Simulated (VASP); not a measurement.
# K (I4/mmm) in VASP: notebook

The runs below take K through single point, with PBEsol.

Everything below comes from runs of VASP 6.6.1. Logs are shortened: lines on timing, memory, paths and dates and some standing lists are left out, and cuts for length are marked.

## (1) The cell of the first run

Symmetry: I4/mmm, No. 139, tetragonal system. The conventional cell has a = 5.131 Å, b = 5.131 Å, c = 5.236 Å, α = 90.00°, β = 90.00°, γ = 90.00°. K (site symmetry 4/mmm) has 14 K at 4.47 to 5.24 Å within 5.9 Å.

## (2) Single point, PBEsol (equal xx and yy strain of -2 %)

Input file INCAR:

```
PREC = Accurate
ENCUT = 520
EDIFF = 1E-6
ISMEAR = -1
SIGMA = 0.08
LREAL = False
LASPH = True
NELM = 100
ALGO = Normal
ISIF = 2
LWAVE = False
LCHARG = False
GGA = PS
NBANDS = 10
```

Input file KPOINTS:

```
Automatic mesh
0
Gamma
  10 10 10
```

Input file POSCAR:

```
K
1.0
   -2.5656400000      2.5656400000      2.6180000000
    2.5656400000     -2.5656400000      2.6180000000
    2.5656400000      2.5656400000     -2.6180000000
K
1
Direct
    0.0000000000      0.0000000000      0.0000000000
```

Potentials or basis: VASP PAW PBE potentials, release 64 (K_sv).

The run is started by

```bash
$ cat potpaw_PBE.64/K_sv/POTCAR > POTCAR
$ mpirun -np 1 vasp_std > vasp.out
```

OUTCAR:

```text
PREC = Accurate
   ENCUT = 520
   EDIFF = 1E-6
   ISMEAR = -1
   LREAL = False
   LASPH = True
   NELM = 100
   ISIF = 2
   GGA = PS

 ion  position               nearest neighbor table
   1  0.000  0.000  0.000-

  LATTYP: Found a body centered tetragonal cell.
 ALAT       =     5.1312800000
 C/A-ratio  =     1.0204081633

  Lattice vectors:

 A1 = (  -2.5656400000,   2.5656400000,   2.6180000000)
 A2 = (   2.5656400000,  -2.5656400000,   2.6180000000)
 A3 = (   2.5656400000,   2.5656400000,  -2.6180000000)

Analysis of symmetry for initial positions (statically):
=====================================================================
 Subroutine PRICEL returns:
 Original cell was already a primitive cell.

 Routine SETGRP: Setting up the symmetry group for a
 body centered tetragonal supercell.

 Subroutine GETGRP returns: Found 16 space group operations
 (whereof 16 operations were pure point group operations)
 out of a pool of 16 trial point group operations.

The static configuration has the point symmetry D_4h.

Analysis of symmetry for dynamics (positions and initial velocities):
=====================================================================
 Subroutine PRICEL returns:
 Original cell was already a primitive cell.

 Routine SETGRP: Setting up the symmetry group for a
 body centered tetragonal supercell.

 Subroutine GETGRP returns: Found 16 space group operations
 (whereof 16 operations were pure point group operations)
 out of a pool of 16 trial point group operations.

The dynamic configuration has the point symmetry D_4h.

 Subroutine INISYM returns: Found 16 space group operations
 (whereof 16 operations are pure point group operations),
 and found     1 'primitive' translations

----------------------------------------------------------------------------------------

                                     Primitive cell

  volume of cell :      68.9320

  direct lattice vectors                    reciprocal lattice vectors
    -2.565640000  2.565640000  2.618000000     0.000000000  0.194883148  0.190985485
     2.565640000 -2.565640000  2.618000000     0.194883148  0.000000000  0.190985485
     2.565640000  2.565640000 -2.618000000     0.194883148  0.194883148  0.000000000

  length of vectors
     4.474253147  4.474253147  4.474253147     0.272864246  0.272864246  0.275606391

  position of ions in fractional coordinates (direct lattice)
     0.000000000  0.000000000  0.000000000

  ion indices of the primitive-cell ions
   primitive index   ion index
                 1           1

----------------------------------------------------------------------------------------

 KPOINTS: Automatic mesh

Automatic generation of k-mesh.
 Grid dimensions read from file:
 generate k-points for:   10   10   10

 Generating k-lattice:

  Cartesian coordinates                     Fractional coordinates (reciprocal lattice)
     0.000000000  0.019488315  0.019098549     0.100000000  0.000000000  0.000000000
     0.019488315  0.000000000  0.019098549     0.000000000  0.100000000  0.000000000
     0.019488315  0.019488315  0.000000000     0.000000000  0.000000000  0.100000000

  Length of vectors
     0.027286425  0.027286425  0.027560639

  Shift w.r.t. Gamma in fractional coordinates (k-lattice)
     0.000000000  0.000000000  0.000000000

 Subroutine IBZKPT returns following result:
 ===========================================

 Found    102 irreducible k-points:

 Following reciprocal coordinates:
            Coordinates               Weight
  0.000000  0.000000  0.000000      1.000000
  0.100000 -0.000000  0.000000      8.000000
  0.200000 -0.000000  0.000000      8.000000
  0.300000  0.000000  0.000000      8.000000
  0.400000 -0.000000  0.000000      8.000000
  0.500000 -0.000000  0.000000      4.000000
[... 16 lines left out ...]
  0.300000  0.300000  0.000000      8.000000
  0.400000  0.300000  0.000000     16.000000
 [... further k-points ...]
   k-points           NKPTS =    102   k-points in BZ     NKDIM =    102   number of bands    NBANDS=     10
   number of dos      NEDOS =    301   number of ions     NIONS =      1
   total plane-waves  NPLWV =  46656
   dimension x,y,z NGX =    36 NGY =   36 NGZ =   36
   dimension x,y,z NGXF=    72 NGYF=   72 NGZF=   72
   ions per type =               1
   NGX,Y,Z   is equivalent  to a cutoff of  13.38, 13.38, 13.38 a.u.
   NGXF,Y,Z  is equivalent  to a cutoff of  26.75, 26.75, 26.75 a.u.
 SYSTEM =  unknown system
   PREC   = accura    normal or accurate (medium, high low for compatibility)
   ISTART =      0    job   : 0-new  1-cont  2-samecut
   ICHARG =      2    charge: 1-file 2-atom 10-const
   ISPIN  =      1    spin polarized calculation?
   LNONCOLLINEAR =      F non collinear calculations
   LSORBIT =      F    spin-orbit coupling
   LASPH  =      T    aspherical Exc in radial PAW
   ENCUT  =  520.0 eV  38.22 Ry    6.18 a.u.   8.32  8.32  8.32*2*pi/ulx,y,z
   NELM   =    100;   NELMIN=  2; NELMDL= -5     # of ELM steps
   EDIFF  = 0.1E-05   stopping-criterion for ELM
   LREAL  =      F    real-space projection
   EDIFFG = 0.1E-04   stopping-criterion for IOM
   NSW    =      0    number of steps for IOM
   IBRION =     -1    ionic relax: 0-MD 1-quasi-New 2-CG
   NFREE  =      0    steps in history (QN), initial steepest desc. (CG)
   ISIF   =      2    stress and relaxation
   ISYM   =      2    0-nonsym 1-usesym 2-fastsym
   POTIM  = 0.5000    time-step for ionic-motion
   TEBEG  =    0.0;   TEEND  =   0.0 temperature during run
   PSTRESS=    0.0 pullay stress
   NELECT =       9.0000    total number of electrons
   NUPDOWN=      -1.0000    fix difference up-down
   EMIN   =  10.00;   EMAX   =-10.00  energy-range for DOS
   EFERMI =   0.00;   METHOD = LEGACY
   ISMEAR =    -1;   SIGMA  =   0.08  broadening in eV -4-tet -1-fermi 0-gaus
   EFERMI_NEDOS =   21; number of points for ismear=-14 and -15
   IALGO  =     38    algorithm
   IMIX   =      4    mixing-type and parameters
     AMIX     =   0.40;   BMIX     =  1.00
     AMIX_MAG =   1.60;   BMIX_MAG =  1.00
  volume/ion in A,a.u.               =      68.93       465.18
  Fermi-wavevector in a.u.,A,eV,Ry     =   0.830517  1.569450  9.384739  0.689759
  Thomas-Fermi vector in A             =   1.943248
   LORBIT       =      0    0 simple, 1 ext, 2 COOP (PROOUT), +10 PAW based schemes
   GGA     = PS    functional components
   LHFCALC =     F    Hartree Fock is set to
   AEXX    =    0.0000 exact exchange contribution
   IVDW    =     0    specifies the selected vdW correction
   LEPSILON=     F    determine dielectric tensor
   LRPA    =     F    only Hartree local field effects (RPA)
 non-spin polarized calculation
  energy-cutoff  :      520.00
  volume of cell :       68.93
 maximum number of plane-waves:      1894
 NGX is ok and might be reduce to    36
   NGX = 17   NGY = 17   NGZ = 17

 number of electron       8.9999999 magnetization

 Free energy of the ion-electron system (eV)
  ---------------------------------------------------
  ext. energy  EPLUGINS =         0.00000000
  ---------------------------------------------------
  free energy    TOTEN  =        -1.13921359 eV

  energy without entropy =       -1.12140664  energy(sigma->0) =       -1.13031012

 E-fermi :  -0.0267     XC(G=0):  -5.8604

 val. band max:       -0.0267633689   @ k =   0.5000   0.2000   0.0000
 cond. band min:      -0.0169121032   @ k =  -0.3000   0.4000   0.2000
 fundamental gap:      0.0098512657
 Fermi energy:        -0.0266684924

 k-point     1 :       0.0000    0.0000    0.0000
  band No.  band energies     occupation
      1     -31.9776      2.00000
      2     -15.4825      2.00000
      3     -15.4825      2.00000
      4     -15.4822      2.00000
      5      -2.2768      2.00000
      6       4.3002      0.00000
      7       4.3002      0.00000
      8       4.4033      0.00000
      9       5.2261      0.00000
     10       5.3647      0.00000

 k-point     2 :       0.1000   -0.0000    0.0000
  band No.  band energies     occupation
      1     -31.9771      2.00000
      2     -15.4907      2.00000
      3     -15.4852      2.00000
      4     -15.4823      2.00000
      5      -2.1465      2.00000
      6       4.1021      0.00000
      7       4.1836      0.00000
      8       4.4671      0.00000
      9       5.0488      0.00000
     10       5.3062      0.00000

 k-point     3 :       0.2000   -0.0000    0.0000
  band No.  band energies     occupation
      1     -31.9757      2.00000
      2     -15.5126      2.00000
      3     -15.4922      2.00000
      4     -15.4822      2.00000
      5      -1.7651      2.00000
      6       3.3870      0.00000
      7       3.8441      0.00000
      8       4.7801      0.00000
      9       5.0217      0.00000
     10       5.2628      0.00000

 k-point     4 :       0.3000    0.0000    0.0000
  band No.  band energies     occupation
      1     -31.9739      2.00000
      2     -15.5394      2.00000
      3     -15.5010      2.00000
      4     -15.4821      2.00000
      5      -1.1599      2.00000
      6       2.4648      0.00000
      7       3.5073      0.00000
      8       5.1092      0.00000
      9       5.2966      0.00000
     10       5.3285      0.00000
[... 222 lines left out ...]
 k-point    22 :      -0.2000    0.2000    0.0000
  band No.  band energies     occupation
      1     -31.9756      2.00000
      2     -15.5126      2.00000
      3     -15.4925      2.00000
      4     -15.4828      2.00000
      5      -1.7548      2.00000
      6       3.4585      0.00000
      7       3.7592      0.00000
      8       4.7211      0.00000
      9       5.1312      0.00000
     10       5.1832      0.00000

 k-point    23 :       0.3000    0.3000    0.0000
  band No.  band energies     occupation
      1     -31.9713      2.00000
      2     -15.5492      2.00000
      3     -15.5324      2.00000
      4     -15.4926      2.00000
      5       0.7178      0.00018
      6       1.4492      0.00000
      7       1.8883      0.00000
      8       4.7528      0.00000
      9       5.3692      0.00000
     10       5.6150      0.00000

 k-point    24 :       0.4000    0.3000    0.0000
  band No.  band energies     occupation
      1     -31.9713      2.00000
      2     -15.5495      2.00000
      3     -15.5324      2.00000
      4     -15.4930      2.00000
      5       0.7675      0.00010
      6       1.4208      0.00000
      7       1.8725      0.00000
      8       4.7542      0.00000
      9       5.3028      0.00000
     10       5.6800      0.00000

 [... further k-points ...]
[... 5 lines left out ...]
  --------------------------------------------------------------------------------------
  -------------------------------------------------------------------------------------
  Total        0.0466222      0.0466222      0.0480202      0.0000000      0.0000000      0.0000000
  in kB        1.0836328      1.0836328      1.1161256      0.0000000      0.0000000      0.0000000
  external PRESSURE =       1.0944637 kB  Pullay stress =       0.0000000 kB

 VOLUME and BASIS-vectors are now :
 -----------------------------------------------------------------------------
  energy-cutoff  :      520.00
  volume of cell :       68.93
      direct lattice vectors                 reciprocal lattice vectors
    -2.565640000  2.565640000  2.618000000     0.000000000  0.194883148  0.190985485
     2.565640000 -2.565640000  2.618000000     0.194883148  0.000000000  0.190985485
     2.565640000  2.565640000 -2.618000000     0.194883148  0.194883148  0.000000000

 POSITION                                       TOTAL-FORCE (eV/Angst)
 -----------------------------------------------------------------------------------
      0.00000      0.00000      0.00000        -0.000000      0.000000      0.000000
 -----------------------------------------------------------------------------------
    total drift:                               -0.000000      0.000000      0.000000

  FREE ENERGIE OF THE ION-ELECTRON SYSTEM (eV)
  ---------------------------------------------------
  free  energy   TOTEN  =        -1.1392135949 eV

  energy  without entropy=       -1.1214066445  energy(sigma->0) =       -1.13031012
```

It took 96 s on 1 thread of AMD EPYC 7R13, shared host; peak memory 0.23 GiB.

What came out:

```
Free energy            : -1.1392 eV
Pressure               : 0.1 GPa
Band gap on the k mesh : zero (an odd number of electrons rules out a gap without spin polarisation)
```

Levels at points of the mesh, in eV from the Fermi level:
| k point | band 1 | band 2 | band 3 | band 4 | band 5 | band 6 | band 7 | band 8 | band 9 | band 10 |
| --- | --- | --- | --- | --- | --- | --- | --- | --- | --- | --- |
| (0.00, 0.00, 0.00) | -31.95 | -15.46 | -15.46 | -15.46 | -2.25 | 4.33 | 4.33 | 4.43 | 5.25 | 5.39 |
| (0.50, 0.00, 0.00) | -31.95 | -15.54 | -15.48 | -15.46 | 0.43 | 0.71 | 3.23 | 4.98 | 5.86 | 6.21 |
| (0.50, 0.50, 0.00) | -31.95 | -15.54 | -15.49 | -15.46 | 0.47 | 0.76 | 3.11 | 5.07 | 5.92 | 6.08 |
| (0.50, 0.50, 0.50) | -31.94 | -15.52 | -15.52 | -15.52 | 1.61 | 1.68 | 3.49 | 3.73 | 3.73 | 5.94 |

Caveat: the cell differs from its parent crystal (equal xx and yy strain of -2 %); the PAW data sets were made with another functional, which shifts forces and pressure a little.

(Part 1 of 2 ends here.)

The gap in the log of VASP goes by the Fermi energy; the results here count the filled bands.